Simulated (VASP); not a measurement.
# CoO (Fm-3m) in VASP: notebook

The runs below take CoO through single point, with PBE+U.

Everything below comes from runs of VASP 6.6.1. Logs are shortened: lines on timing, memory, paths and dates and some standing lists are left out, and cuts for length are marked.

## (1) The cell of the first run

Symmetry: Fm-3m, No. 225, cubic system. Conventional cell: a = 4.263 Å, b = 4.263 Å, c = 4.263 Å, α = 90.00°, β = 90.00°, γ = 90.00°. Within 2.8 Å of Co (site symmetry m-3m) lie 6 O at 2.13 Å. Within 2.8 Å of O (site symmetry m-3m) lie 6 Co at 2.13 Å.

## (2) Single point, PBE+U, collinear spin, ferromagnetic start

INCAR reads:

```
PREC     = Accurate       # precision mode
ENCUT    = 520            # plane-wave cutoff, eV
EDIFF    = 1E-7           # SCF threshold, eV
ISMEAR   = -1             # smearing method
SIGMA    = 0.02           # smearing width, eV
LREAL    = False          # projectors in reciprocal space
LASPH    = True           # aspherical terms in the spheres
NELM     = 150            # most SCF steps
ALGO     = Normal         # electronic algorithm
ISIF     = 2              # what is computed and relaxed
LWAVE    = False          # write WAVECAR
LCHARG   = False          # write CHGCAR
ISPIN    = 2              # spin polarisation
MAGMOM   = 3 0            # initial moments
LORBIT   = 11             # projections on sites
LMAXMIX  = 4              # l up to which the mixer works
LDAU     = True           # DFT+U
LDAUTYPE = 2            
LDAUL    = 2 -1           # shell
LDAUU    = 4.8 0          # U, eV
LDAUJ    = 0 0          
LDAUPRINT= 1            
GGA      = PE             # functional
NBANDS   = 18             # bands
```

KPOINTS reads:

```
Automatic mesh
0
Gamma
  9 9 9
```

POSCAR reads:

```
CoO
1.0
    0.0000000000      2.1315000000      2.1315000000
    2.1315000000      0.0000000000      2.1315000000
    2.1315000000      2.1315000000      0.0000000000
Co O
1 1
Direct
    0.0000000000      0.0000000000      0.0000000000
    0.5000000000      0.5000000000      0.5000000000
```

Potentials or basis: VASP PAW PBE potentials, release 64 (Co, O).

Command:

```
cat potpaw_PBE.64/Co/POTCAR potpaw_PBE.64/O/POTCAR > POTCAR
mpirun -np 1 vasp_std > vasp.out
```

OUTCAR:

```text
PREC = Accurate
   ENCUT = 520
   EDIFF = 1E-7
   ISMEAR = -1
   LREAL = False
   LASPH = True
   NELM = 150
   ISIF = 2
   ISPIN = 2
   LORBIT = 11
   GGA = PE

 ion  position               nearest neighbor table
   1  0.000  0.000  0.000-   2 2.13   2 2.13   2 2.13   2 2.13   2 2.13   2 2.13
   2  0.500  0.500  0.500-   1 2.13   1 2.13   1 2.13   1 2.13   1 2.13   1 2.13

  LATTYP: Found a face centered cubic cell.
 ALAT       =     4.2630000000

  Lattice vectors:

 A1 = (   0.0000000000,   2.1315000000,   2.1315000000)
 A2 = (   2.1315000000,   0.0000000000,   2.1315000000)
 A3 = (   2.1315000000,   2.1315000000,   0.0000000000)

Analysis of symmetry for initial positions (statically):
=====================================================================
 Subroutine PRICEL returns:
 Original cell was already a primitive cell.

 Routine SETGRP: Setting up the symmetry group for a
 face centered cubic supercell.

 Subroutine GETGRP returns: Found 48 space group operations
 (whereof 48 operations were pure point group operations)
 out of a pool of 48 trial point group operations.

The static configuration has the point symmetry O_h .

Analysis of symmetry for dynamics (positions and initial velocities):
=====================================================================
 Subroutine PRICEL returns:
 Original cell was already a primitive cell.

 Routine SETGRP: Setting up the symmetry group for a
 face centered cubic supercell.

 Subroutine GETGRP returns: Found 48 space group operations
 (whereof 48 operations were pure point group operations)
 out of a pool of 48 trial point group operations.

The dynamic configuration has the point symmetry O_h .

Analysis of structural, dynamic, and magnetic symmetry:
=====================================================================
 Subroutine PRICEL returns:
 Original cell was already a primitive cell.

 Routine SETGRP: Setting up the symmetry group for a
 face centered cubic supercell.

 Subroutine GETGRP returns: Found 48 space group operations
 (whereof 48 operations were pure point group operations)
 out of a pool of 48 trial point group operations.

The overall configuration has the point symmetry O_h .

 Subroutine INISYM returns: Found 48 space group operations
 (whereof 48 operations are pure point group operations),
 and found     1 'primitive' translations

----------------------------------------------------------------------------------------

                                     Primitive cell

  volume of cell :      19.3681

  direct lattice vectors                    reciprocal lattice vectors
     0.000000000  2.131500000  2.131500000    -0.234576589  0.234576589  0.234576589
     2.131500000  0.000000000  2.131500000     0.234576589 -0.234576589  0.234576589
     2.131500000  2.131500000  0.000000000     0.234576589  0.234576589 -0.234576589

  length of vectors
     3.014396208  3.014396208  3.014396208     0.406298571  0.406298571  0.406298571

  position of ions in fractional coordinates (direct lattice)
     0.000000000  0.000000000  0.000000000
     0.500000000  0.500000000  0.500000000

  ion indices of the primitive-cell ions
   primitive index   ion index
                 1           1
                 2           2

----------------------------------------------------------------------------------------

[... 65 lines left out ...]
   LSORBIT =      F    spin-orbit coupling
   LASPH  =      T    aspherical Exc in radial PAW
   ENCUT  =  520.0 eV  38.22 Ry    6.18 a.u.   5.60  5.60  5.60*2*pi/ulx,y,z
   NELM   =    150;   NELMIN=  2; NELMDL= -5     # of ELM steps
   EDIFF  = 0.1E-06   stopping-criterion for ELM
   LREAL  =      F    real-space projection
   EDIFFG = 0.1E-05   stopping-criterion for IOM
   NSW    =      0    number of steps for IOM
   IBRION =     -1    ionic relax: 0-MD 1-quasi-New 2-CG
   NFREE  =      0    steps in history (QN), initial steepest desc. (CG)
   ISIF   =      2    stress and relaxation
   ISYM   =      2    0-nonsym 1-usesym 2-fastsym
   POTIM  = 0.5000    time-step for ionic-motion
   TEBEG  =    0.0;   TEEND  =   0.0 temperature during run
   PSTRESS=    0.0 pullay stress
   NELECT =      15.0000    total number of electrons
   NUPDOWN=      -1.0000    fix difference up-down
   EMIN   =  10.00;   EMAX   =-10.00  energy-range for DOS
   EFERMI =   0.00;   METHOD = LEGACY
   ISMEAR =    -1;   SIGMA  =   0.02  broadening in eV -4-tet -1-fermi 0-gaus
   EFERMI_NEDOS =   21; number of points for ismear=-14 and -15
   IALGO  =     38    algorithm
   IMIX   =      4    mixing-type and parameters
     AMIX     =   0.40;   BMIX     =  1.00
     AMIX_MAG =   1.60;   BMIX_MAG =  1.00
  volume/ion in A,a.u.               =       9.68        65.35
  Fermi-wavevector in a.u.,A,eV,Ry     =   1.503407  2.841027 30.752334  2.260233
  Thomas-Fermi vector in A             =   2.614521
   LORBIT       =     11    0 simple, 1 ext, 2 COOP (PROOUT), +10 PAW based schemes
 LDA+U is selected, type is set to LDAUTYPE =  2
   angular momentum for each species LDAUL =     2   -1
   U (eV)           for each species LDAUU =   4.8  0.0
   J (eV)           for each species LDAUJ =   0.0  0.0
   GGA     = PE    functional components
   LHFCALC =     F    Hartree Fock is set to
   AEXX    =    0.0000 exact exchange contribution
   IVDW    =     0    specifies the selected vdW correction
   LEPSILON=     F    determine dielectric tensor
   LRPA    =     F    only Hartree local field effects (RPA)
 spin polarized calculation
  energy-cutoff  :      520.00
  volume of cell :       19.37
 maximum number of plane-waves:       534
   NGX = 11   NGY = 11   NGZ = 11

atom =   1  type =  1  l = 2

 onsite density matrix

spin component  1

  0.9728 -0.0000 -0.0000  0.0000  0.0000
 -0.0000  0.9728  0.0000  0.0000 -0.0000
 -0.0000  0.0000  1.0183  0.0000  0.0000
  0.0000  0.0000  0.0000  0.9728  0.0000
  0.0000 -0.0000  0.0000  0.0000  1.0183

spin component  2

  0.6623  0.0000  0.0000 -0.0000  0.0000
  0.0000  0.6623 -0.0000 -0.0000 -0.0000
  0.0000 -0.0000  0.1176  0.0000 -0.0000
 -0.0000 -0.0000  0.0000  0.6623 -0.0000
  0.0000 -0.0000 -0.0000 -0.0000  0.1176

 occupancies and eigenvectors

  o =  0.1176  v =  0.0000  0.0000  0.0000  0.0000  0.0000  0.0000  0.0000  0.0129 -0.0000  0.9999      0.0000  0.0000  0.0000  0.0000  0.0000  0.0000  0.0000  0.0000  0.0000  0.0000
  o =  0.1176  v =  0.0000  0.0000  0.0000  0.0000  0.0000  0.0000 -0.0000 -0.9999 -0.0000  0.0129      0.0000  0.0000  0.0000  0.0000  0.0000  0.0000  0.0000  0.0000  0.0000  0.0000
  o =  0.6623  v =  0.0000  0.0000  0.0000  0.0000  0.0000  1.0000  0.0000  0.0000  0.0000  0.0000      0.0000  0.0000  0.0000  0.0000  0.0000  0.0000  0.0000  0.0000  0.0000  0.0000
  o =  0.6623  v =  0.0000  0.0000  0.0000  0.0000  0.0000  0.0000 -0.2520 -0.0000  0.9677  0.0000      0.0000  0.0000  0.0000  0.0000  0.0000  0.0000  0.0000  0.0000  0.0000  0.0000
  o =  0.6623  v =  0.0000  0.0000  0.0000  0.0000  0.0000  0.0000  0.9677 -0.0000  0.2520  0.0000      0.0000  0.0000  0.0000  0.0000  0.0000  0.0000  0.0000  0.0000  0.0000  0.0000
  o =  0.9728  v =  0.0000 -0.3324 -0.0000 -0.9431 -0.0000  0.0000  0.0000  0.0000  0.0000  0.0000      0.0000  0.0000  0.0000  0.0000  0.0000  0.0000  0.0000  0.0000  0.0000  0.0000
  o =  0.9728  v =  0.0000 -0.9431  0.0000  0.3324  0.0000  0.0000  0.0000  0.0000  0.0000  0.0000      0.0000  0.0000  0.0000  0.0000  0.0000  0.0000  0.0000  0.0000  0.0000  0.0000
  o =  0.9728  v =  1.0000  0.0000  0.0000  0.0000  0.0000  0.0000  0.0000  0.0000  0.0000  0.0000      0.0000  0.0000  0.0000  0.0000  0.0000  0.0000  0.0000  0.0000  0.0000  0.0000
  o =  1.0183  v =  0.0000  0.0000  0.9872 -0.0000 -0.1598  0.0000  0.0000  0.0000  0.0000  0.0000      0.0000  0.0000  0.0000  0.0000  0.0000  0.0000  0.0000  0.0000  0.0000  0.0000
  o =  1.0183  v =  0.0000  0.0000 -0.1598  0.0000 -0.9872  0.0000  0.0000  0.0000  0.0000  0.0000      0.0000  0.0000  0.0000  0.0000  0.0000  0.0000  0.0000  0.0000  0.0000  0.0000

 number of electron      15.0000007 magnetization       3.0000058

 Free energy of the ion-electron system (eV)
  ---------------------------------------------------
  ext. energy  EPLUGINS =         0.00000000
  ---------------------------------------------------
  free energy    TOTEN  =       -10.58770305 eV

  energy without entropy =      -10.58146962  energy(sigma->0) =      -10.58458633

 E-fermi :   7.1033     XC(G=0): -12.3675

 val. band max:        7.1025210174   @ k =  -0.4444   0.4444   0.1111
 cond. band min:       7.1184325920   @ k =   0.4444   0.2222   0.1111
 fundamental gap:      0.0159115747
 Fermi energy:         7.1033315570

 spin component 1

 k-point     1 :       0.0000    0.0000    0.0000
  band No.  band energies     occupation
      1     -12.0989      1.00000
      2       1.9294      1.00000
      3       1.9294      1.00000
      4       2.4957      1.00000
      5       2.4958      1.00000
      6       2.4958      1.00000
[... 1001 lines left out ...]
     17      39.3008      0.00000
     18      39.3008      0.00000

 [... further k-points ...]

------------------------ aborting loop because EDIFF is reached ----------------------------------------

  FORCE on cell =-STRESS in cart. coord.  units (eV):
  Direction    XX          YY          ZZ          XY          YZ          ZX
  --------------------------------------------------------------------------------------
  -------------------------------------------------------------------------------------
  Total       -0.2843293     -0.2843293     -0.2843293      0.0000000      0.0000000     -0.0000000
  in kB      -23.5204811    -23.5204811    -23.5204811      0.0000000      0.0000000     -0.0000000
  external PRESSURE =     -23.5204811 kB  Pullay stress =       0.0000000 kB

 VOLUME and BASIS-vectors are now :
 -----------------------------------------------------------------------------
  energy-cutoff  :      520.00
  volume of cell :       19.37
      direct lattice vectors                 reciprocal lattice vectors
     0.000000000  2.131500000  2.131500000    -0.234576589  0.234576589  0.234576589
     2.131500000  0.000000000  2.131500000     0.234576589 -0.234576589  0.234576589
     2.131500000  2.131500000  0.000000000     0.234576589  0.234576589 -0.234576589

 POSITION                                       TOTAL-FORCE (eV/Angst)
 -----------------------------------------------------------------------------------
      0.00000      0.00000      0.00000         0.000000     -0.000000      0.000000
      2.13150      2.13150      2.13150        -0.000000      0.000000      0.000000
 -----------------------------------------------------------------------------------
    total drift:                                0.000000     -0.000000     -0.000000

  FREE ENERGIE OF THE ION-ELECTRON SYSTEM (eV)
  ---------------------------------------------------
  free  energy   TOTEN  =       -10.5877030510 eV

  energy  without entropy=      -10.5814696181  energy(sigma->0) =      -10.58458633

 total charge

# of ion       s       p       d       tot
------------------------------------------
    1        0.296   0.361   7.152   7.809
    2        1.552   3.450   0.000   5.002
--------------------------------------------------
tot          1.848   3.811   7.152  12.811

 magnetization (x)

# of ion       s       p       d       tot
------------------------------------------
    1        0.021   0.018   2.730   2.769
    2        0.021   0.214   0.000   0.235
--------------------------------------------------
tot          0.042   0.232   2.730   3.004
```

Run time: 24 s. Hardware: 1 thread of Intel Xeon 6975P-C (Granite Rapids), shared host; peak memory 0.16 GiB.

What came out:

```
Free energy                                           : -10.5877 eV
Pressure                                              : -2.4 GPa
Band gap on the k mesh                                : zero (filled and empty bands overlap)
Net moment                                            : 3.00 μB per cell
Site moments                                          : Co +2.77; O +0.23 μB
Valence electrons inside the program's atomic spheres : Co 7.81; O 5.00
```

Levels at points of the mesh, in eV from the Fermi level:
Spin up:
| k point | band 6 | band 7 | band 8 | band 9 | band 10 | band 11 | band 12 | band 13 |
| --- | --- | --- | --- | --- | --- | --- | --- | --- |
| (0.00, 0.00, 0.00) | -4.61 | -2.11 | -2.11 | -2.11 | 1.84 | 17.50 | 17.50 | 17.50 |
Spin down:
```tsv
k point	band 2	band 3	band 4	band 5	band 6	band 7	band 8	band 9	band 10	band 11
(0.00, 0.00, 0.00)	-1.66	-1.66	-1.66	-1.15	-1.15	-1.15	2.34	2.64	2.64	17.53
```

Eigenvalues of the final occupation matrices:
```tsv
site	spin	trace	eigenvalues
site 1 d	1	4.96	0.97 0.97 0.97 1.02 1.02
site 1 d	2	2.22	0.12 0.12 0.66 0.66 0.66
```

Caveat: a cell with one magnetic atom can't hold antiferromagnetic order, which such compounds often take. The state reached can hang on the start; a lower one may exist.

## (3) Single point, PBE+U, collinear spin, zero start

INCAR reads:

```
PREC = Accurate
ENCUT = 520
EDIFF = 1E-6
ISMEAR = -1
SIGMA = 0.02
LREAL = F
LASPH = T
NELM = 150
ALGO = Normal
ISIF = 2
LWAVE = F
LCHARG = F
ISPIN = 2
MAGMOM = 0 0
LORBIT = 11
NUPDOWN = 0.0
LMAXMIX = 4
LDAU = T
LDAUTYPE = 2
LDAUL = 2 -1
LDAUU = 4.8 0
LDAUJ = 0 0
LDAUPRINT = 1
GGA = PE
NBANDS = 18
```

KPOINTS reads:

```
regular mesh
0
Gamma
  9 9 9
```

POSCAR is that of step 2.

Potentials or basis: VASP PAW PBE potentials, release 64 (Co, O).

Command:

```
cat potpaw_PBE.64/Co/POTCAR potpaw_PBE.64/O/POTCAR > POTCAR
mpirun -np 1 vasp_std > vasp.out
```

Run time: 22 s. Hardware: 1 thread of Intel Xeon 6975P-C (Granite Rapids), shared host; peak memory 0.15 GiB.

Results (log left out):

```yaml
Free_energy: -9.5871 eV
Pressure: -19.8 GPa
Net_moment: 0.00 μB per cell
Valence_electrons_inside_the_program's_atomic_spheres: Co 7.95; O 4.94
```

Eigenvalues of the final occupation matrices:
| site | spin | trace | eigenvalues |
| --- | --- | --- | --- |
| site 1 d | 1 | 3.69 | 0.40 0.40 0.97 0.97 0.97 |
| site 1 d | 2 | 3.69 | 0.40 0.40 0.97 0.97 0.97 |

Caveat: the cell stands under tension; the total moment is fixed, so each spin has its own Fermi level.
